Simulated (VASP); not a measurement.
# PbS (Galena) (Fm-3m) in VASP: notebook

PbS (Galena) is run at these levels: PBE, PBEsol, r2SCAN, LDA; tasks: vibrations by perturbation theory, phonons, elastic constants.

Everything below comes from runs of VASP 6.6.1. Logs are shortened: lines on timing, memory, paths and dates and some standing lists are left out, and cuts for length are marked.

### Step 1. The cell of the first run

It takes space group Fm-3m (No. 225, cubic). Conventional cell: a = 5.931 Å, b = 5.931 Å, c = 5.931 Å, α = 90.00°, β = 90.00°, γ = 90.00°. Within 3.9 Å of Pb (site symmetry m-3m) lie 6 S at 2.97 Å. S (site symmetry m-3m) has 6 Pb at 2.97 Å within 3.9 Å.

### Step 2. Vibrations by perturbation theory, PBE

Input file INCAR:

```
SYSTEM = PbS
PREC = Accurate
ENCUT = 520
EDIFF = 1E-8
ISMEAR = -1
SIGMA = 0.05
LREAL = .False.
LASPH = .True.
NELM = 80
ALGO = Normal
ISIF = 2
LWAVE = .False.
LCHARG = .False.
GGA = PE
NBANDS = 17
IBRION = 8
NSW = 1
```

Input file KPOINTS:

```
Automatic mesh
0
Gamma
  8 8 8
  0 0 0
```

Input file POSCAR:

```
PbS
1.0
    0.0000000000      2.9657500000      2.9657500000
    2.9657500000      0.0000000000      2.9657500000
    2.9657500000      2.9657500000      0.0000000000
Pb S
1 1
Direct
    0.0000000000      0.0000000000      0.0000000000
    0.5000000000      0.5000000000      0.5000000000
```

Potentials or basis: VASP PAW PBE potentials, release 64 (Pb_d, S).

The run is started by

```sh
cat potpaw_PBE.64/Pb_d/POTCAR potpaw_PBE.64/S/POTCAR > POTCAR
mpirun -np 1 vasp_std > vasp.out
```

OUTCAR:

```text
SYSTEM = PbS
   PREC = Accurate
   ENCUT = 520
   EDIFF = 1E-8
   ISMEAR = -1
   LREAL = .False.
   LASPH = .True.
   NELM = 80
   ISIF = 2
   GGA = PE
   IBRION = 8
   NSW = 1

 ion  position               nearest neighbor table
   1  0.000  0.000  0.000-   2 2.97   2 2.97   2 2.97   2 2.97   2 2.97   2 2.97
   2  0.500  0.500  0.500-   1 2.97   1 2.97   1 2.97   1 2.97   1 2.97   1 2.97

  LATTYP: Found a face centered cubic cell.
 ALAT       =     5.9315000000

  Lattice vectors:

 A1 = (   0.0000000000,   2.9657500000,   2.9657500000)
 A2 = (   2.9657500000,   0.0000000000,   2.9657500000)
 A3 = (   2.9657500000,   2.9657500000,   0.0000000000)

Analysis of symmetry for initial positions (statically):
=====================================================================
 Subroutine PRICEL returns:
 Original cell was already a primitive cell.

 Routine SETGRP: Setting up the symmetry group for a
 face centered cubic supercell.

 Subroutine GETGRP returns: Found 48 space group operations
[... 9 lines left out ...]

 Routine SETGRP: Setting up the symmetry group for a
 face centered cubic supercell.

 Subroutine GETGRP returns: Found 48 space group operations
[... 11 lines left out ...]
                                     Primitive cell

  volume of cell :      52.1715

  direct lattice vectors                    reciprocal lattice vectors
     0.000000000  2.965750000  2.965750000    -0.168591419  0.168591419  0.168591419
     2.965750000  0.000000000  2.965750000     0.168591419 -0.168591419  0.168591419
     2.965750000  2.965750000  0.000000000     0.168591419  0.168591419 -0.168591419

  length of vectors
     4.194203873  4.194203873  4.194203873     0.292008903  0.292008903  0.292008903

  position of ions in fractional coordinates (direct lattice)
     0.000000000  0.000000000  0.000000000
     0.500000000  0.500000000  0.500000000

  ion indices of the primitive-cell ions
   primitive index   ion index
                 1           1
                 2           2

[... 616 lines left out ...]
  in kB       21.5502665     21.5502665     21.5502665      0.0000000      0.0000000      0.0000000
  external PRESSURE =      21.5502665 kB  Pullay stress =       0.0000000 kB

 VOLUME and BASIS-vectors are now :
 -----------------------------------------------------------------------------
  energy-cutoff  :      520.00
  volume of cell :       52.17
      direct lattice vectors                 reciprocal lattice vectors
     0.000000000  2.965750000  2.965750000    -0.168591419  0.168591419  0.168591419
     2.965750000  0.000000000  2.965750000     0.168591419 -0.168591419  0.168591419
     2.965750000  2.965750000  0.000000000     0.168591419  0.168591419 -0.168591419

 POSITION                                       TOTAL-FORCE (eV/Angst)
 -----------------------------------------------------------------------------------
      0.00000      0.00000      0.00000         0.000000     -0.000000     -0.000000
      2.96575      2.96575      2.96575        -0.000000      0.000000      0.000000
 -----------------------------------------------------------------------------------
    total drift:                                0.000000     -0.000000     -0.000000

  FREE ENERGIE OF THE ION-ELECTRON SYSTEM (eV)
  ---------------------------------------------------
  free  energy   TOTEN  =        -8.7560864819 eV

  energy  without entropy=       -8.7559010230  energy(sigma->0) =       -8.75599375

[... ionic steps 2 to 3 ...]

--------------------------------------- Ionic step        4  -------------------------------------------

------------------------ aborting loop because EDIFF is reached ----------------------------------------

[... ionic steps 5 to 6 ...]

--------------------------------------- Ionic step        7  -------------------------------------------

 Free energy of the ion-electron system (eV)
  ---------------------------------------------------
  ---------------------------------------------------
  free energy    TOTEN  =        -0.10846369 eV

  energy without entropy =       -0.10846369

------------------------ aborting loop because EDIFF is reached ----------------------------------------

 INTERNAL STRAIN TENSOR  FOR ION    2  DIRECTION 1   (eV/Angst):
 -----------------------------------------------------------------------------
    -0.00670  0.00000  0.00000
    -0.00000  0.00755  0.00000
    -0.00000  0.00000  0.00755

 INTERNAL STRAIN TENSOR FOR ION    2 for displacements in x,y,z  (eV/Angst):
          X           Y           Z          XY          YZ          ZX
  --------------------------------------------------------------------------------
  x     0.00000     0.00000     0.00000     0.00000     0.00000     0.00000
  y     0.00000     0.00000     0.00000     0.00000     0.00000     0.00000
  z     0.00000     0.00000     0.00000     0.00000     0.00000     0.00000

 SECOND DERIVATIVES (NOT SYMMETRIZED)
 ------------------------------------
               1X          1Y          1Z          2X          2Y          2Z
  1X    -0.500785    0.000000    0.000000    0.500785    0.000000    0.000000
  1Y     0.000000   -0.500785    0.000000    0.000000    0.500785    0.000000
  1Z     0.000000    0.000000   -0.500785    0.000000    0.000000    0.500785
  2X     0.506252    0.000000    0.000000   -0.506252    0.000000    0.000000
  2Y     0.000000    0.506252    0.000000    0.000000   -0.506252    0.000000
  2Z     0.000000    0.000000    0.506252    0.000000    0.000000   -0.506252

 Eigenvectors and eigenvalues of the dynamical matrix
 ----------------------------------------------------

   1 f  =    2.109326 THz    13.253286 2PiTHz   70.359540 cm-1     8.723467 meV
             X         Y         Z           dx          dy          dz
      0.000000  0.000000  0.000000     0.000000    0.364370    0.000000
      2.965750  2.965750  2.965750     0.000000   -0.931254    0.000000
[... 21 lines left out ...]
   6 f/i=    0.003886 THz     0.024418 2PiTHz    0.129630 cm-1     0.016072 meV
             X         Y         Z           dx          dy          dz
      0.000000  0.000000  0.000000     0.000000   -0.931254    0.000000
      2.965750  2.965750  2.965750     0.000000   -0.364370    0.000000

--------------------------------------------------------------------------------------------------------

 ELASTIC MODULI CONTR FROM IONIC RELAXATION (kBar)
 Direction    XX          YY          ZZ          XY          YZ          ZX
 --------------------------------------------------------------------------------
 XX           0.0000      0.0000      0.0000      0.0000      0.0000      0.0000
 YY           0.0000      0.0000      0.0000      0.0000      0.0000      0.0000
 ZZ           0.0000      0.0000      0.0000      0.0000      0.0000      0.0000
 XY           0.0000      0.0000      0.0000      0.0000      0.0000      0.0000
 YZ           0.0000      0.0000      0.0000      0.0000      0.0000      0.0000
 ZX           0.0000      0.0000      0.0000      0.0000      0.0000      0.0000
 --------------------------------------------------------------------------------
```

stdout:

```text
POSCAR found type information on POSCAR PbS
 POSCAR found :  2 types and       2 ions
 scaLAPACK will be used
 LDA part: xc-table for (Slater+PW92), standard interpolation
 POSCAR, INCAR and KPOINTS ok, starting setup
 FFT: planning ... GRIDC
 FFT: planning ... GRID_SOFT
 FFT: planning ... GRID
 WAVECAR not read
 entering main loop
 Linear response reoptimize wavefunctions to high precision
 Linear response DOF=           2
 Linear response progress:
 first order change of Fermi-energy   0.33949E-04
 force on displaced ion       1 direction 1 :  -0.501   0.000   0.000
 Linear response progress:
 first order change of Fermi-energy   0.67612E-03
 force on displaced ion       2 direction 1 :  -0.506   0.000   0.000
 Linear response finished
```

It took 2.2 min on 1 thread of Intel Xeon Platinum 8488C (Sapphire Rapids), shared host; peak memory 0.28 GiB.

What came out:

```yaml
Highest_phonon_frequency_at_Γ_LO-TO_splitting_left_out: 70 cm⁻¹
```

Phonon frequencies in cm⁻¹ (negative: imaginary):
```
              q point     frequencies
(0.000, 0.000, 0.000)  0 0 0 70 70 70
```

Caveat: the cell wasn't relaxed at this level first, which shifts response properties; spin-orbit coupling is left out, which moves the levels of the heavy elements.

### Step 3. Vibrations by perturbation theory, PBEsol

Input file INCAR:

```
SYSTEM = PbS
PREC = Accurate
ENCUT = 520
EDIFF = 1E-8
ISMEAR = -1
SIGMA = 0.05
LREAL = .FALSE.
LASPH = .TRUE.
NELM = 60
ALGO = Normal
ISIF = 2
LWAVE = .FALSE.
LCHARG = .FALSE.
GGA = PS
NBANDS = 17
IBRION = 8
NSW = 1
```

Input file KPOINTS:

```
Automatic mesh
0
G
  8 8 8
  0 0 0
```

POSCAR is that of step 2.

Potentials or basis: VASP PAW PBE potentials, release 64 (Pb_d, S).

The run is started by

```sh
cat potpaw_PBE.64/Pb_d/POTCAR potpaw_PBE.64/S/POTCAR > POTCAR
mpirun -np 1 vasp_std > vasp.out
```

OUTCAR:

```text
SYSTEM = PbS
   PREC = Accurate
   ENCUT = 520
   EDIFF = 1E-8
   ISMEAR = -1
   LREAL = .FALSE.
   LASPH = .TRUE.
   NELM = 60
   ISIF = 2
   GGA = PS
   IBRION = 8
   NSW = 1

 ion  position               nearest neighbor table
   1  0.000  0.000  0.000-   2 2.97   2 2.97   2 2.97   2 2.97   2 2.97   2 2.97
   2  0.500  0.500  0.500-   1 2.97   1 2.97   1 2.97   1 2.97   1 2.97   1 2.97

  LATTYP: Found a face centered cubic cell.
 ALAT       =     5.9315000000

  Lattice vectors:
[... 735 lines left out ...]
               1X          1Y          1Z          2X          2Y          2Z
  1X    -0.268777    0.000000    0.000000    0.268777    0.000000    0.000000
  1Y     0.000000   -0.268777    0.000000    0.000000    0.268777    0.000000
  1Z     0.000000    0.000000   -0.268777    0.000000    0.000000    0.268777
  2X     0.274348    0.000000    0.000000   -0.274348    0.000000    0.000000
  2Y     0.000000    0.274348    0.000000    0.000000   -0.274348    0.000000
  2Z     0.000000    0.000000    0.274348    0.000000    0.000000   -0.274348

 Eigenvectors and eigenvalues of the dynamical matrix
 ----------------------------------------------------

   1 f  =    1.551801 THz     9.750254 2PiTHz   51.762514 cm-1     6.417731 meV
             X         Y         Z           dx          dy          dz
      0.000000  0.000000  0.000000     0.000000    0.000000   -0.362855
      2.965750  2.965750  2.965750     0.000000   -0.000000    0.931846
[... 21 lines left out ...]
   6 f/i=    0.005382 THz     0.033817 2PiTHz    0.179528 cm-1     0.022259 meV
             X         Y         Z           dx          dy          dz
      0.000000  0.000000  0.000000     0.010405    0.122242    0.923734
      2.965750  2.965750  2.965750     0.004051    0.047600    0.359697

--------------------------------------------------------------------------------------------------------

 ELASTIC MODULI CONTR FROM IONIC RELAXATION (kBar)
 Direction    XX          YY          ZZ          XY          YZ          ZX
 --------------------------------------------------------------------------------
 XX           0.0000      0.0000      0.0000      0.0000      0.0000      0.0000
 YY           0.0000      0.0000      0.0000      0.0000      0.0000      0.0000
 ZZ           0.0000      0.0000      0.0000      0.0000      0.0000      0.0000
 XY           0.0000      0.0000      0.0000      0.0000      0.0000      0.0000
 YZ           0.0000      0.0000      0.0000      0.0000      0.0000      0.0000
 ZX           0.0000      0.0000      0.0000      0.0000      0.0000      0.0000
 --------------------------------------------------------------------------------
```

OSZICAR:

```text
N       E                     dE             d eps       ncg     rms          rms(c)
DAV:   1     0.156845817999E+03    0.15685E+03   -0.97682E+03   986   0.124E+03
DAV:   2     0.230869926153E+01   -0.15454E+03   -0.14954E+03  1040   0.312E+02
DAV:   3    -0.956766390111E+01   -0.11876E+02   -0.11769E+02  1298   0.904E+01
DAV:   4    -0.984997387196E+01   -0.28231E+00   -0.28210E+00  1250   0.154E+01
[... 48 lines left out ...]
RMM:  15    -0.107478290447E+00   -0.22880E-09   -0.41544E-07  3085   0.129E-04    0.703E-07
RMM:  16    -0.107478289988E+00    0.45826E-09   -0.73986E-07  3075   0.127E-04    0.778E-07
RMM:  17    -0.107478290374E+00   -0.38556E-09   -0.87566E-07  3123   0.126E-04    0.293E-07
RMM:  18    -0.107478291282E+00   -0.90787E-09   -0.84059E-07  3098   0.126E-04    0.179E-07
RMM:  19    -0.107478290697E+00    0.58494E-09   -0.81923E-07  3096   0.126E-04    0.846E-08
 Linear response finished
```

Wall time 2.6 min (1 thread of Intel Xeon Platinum 8488C (Sapphire Rapids), shared host); peak memory 0.28 GiB.

What came out:

```yaml
Highest_phonon_frequency_at_Γ_LO-TO_splitting_left_out: 52 cm⁻¹
```

Phonon frequencies in cm⁻¹ (negative: imaginary):
```
              q point     frequencies
(0.000, 0.000, 0.000)  0 0 0 52 52 52
```

Caveat: the PAW data sets were made with another functional, which shifts forces and pressure a little; spin-orbit coupling is left out, which moves the levels of the heavy elements.

(Part 1 of 3 ends here.)
